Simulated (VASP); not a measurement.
A run of VASP 6.6.1 is set up as follows.

Contents of INCAR:

```
SYSTEM = C11O
PREC     = Accurate       ! precision mode
ENCUT    = 520            ! plane-wave cutoff, eV
EDIFF    = 1E-7           ! SCF threshold, eV
ISMEAR   = 0              ! smearing method
SIGMA    = 0.05           ! smearing width, eV
LREAL    = .False.        ! projectors in reciprocal space
LASPH    = .True.         ! aspherical terms in the spheres
NELM     = 60             ! most SCF steps
ALGO     = Normal         ! electronic algorithm
ISIF     = 2              ! what is computed and relaxed
LWAVE    = .False.        ! write WAVECAR
LCHARG   = .False.        ! write CHGCAR
LDIPOL   = .True.       
IDIPOL   = 3            
DIPOL    = 0.5 0.5 0.322
GGA      = PE             ! functional
IVDW     = 12             ! dispersion correction
NBANDS   = 37             ! bands
```

The input KPOINTS:

```
regular mesh
0
Gamma
  8 7 1
  0 0 0
```

File POSCAR:

```
C11O
1.0
    3.6473242347      0.0000000000      0.0000000000
   -1.6658829406      3.9310150970      0.0000000000
    0.0000000000      0.0000000000     23.1809581692
C O
11 1
Direct
    0.5001799340      0.3333933113      0.1725554212
    0.4998200660      0.6666066887      0.1725554212
    0.5001799340      0.8333933113      0.2257231425
    0.4998200660      0.1666066887      0.2257231425
    0.5000212331      0.3353169669      0.2788716798
    0.4999787669      0.6646830331      0.2788716798
    0.5001286273      0.8366480408      0.3322552327
    0.4998713727      0.1633519592      0.3322552327
    0.4997623703      0.3544335274      0.3809574266
    0.5002376297      0.6455664726      0.3809574266
    0.7497623703      0.3544335274      0.5686114471
    0.7497623703      0.3544335274      0.5190017635
```

Potentials or basis: VASP PAW PBE potentials, release 64 (C, O).

Launch:

```console
$ cat potpaw_PBE.64/C/POTCAR potpaw_PBE.64/O/POTCAR > POTCAR
$ mpirun -np 1 vasp_std > vasp.out
```

(1) What does it give for the band gap on the k mesh?

(2) Estimate the largest force.

(3) Estimate the dispersion energy per atom.

Results:

(1) zero (bands 25 and 26 overlap by 0.74 eV).

(2) 6.778 eV/Å.

(3) -0.106 eV.
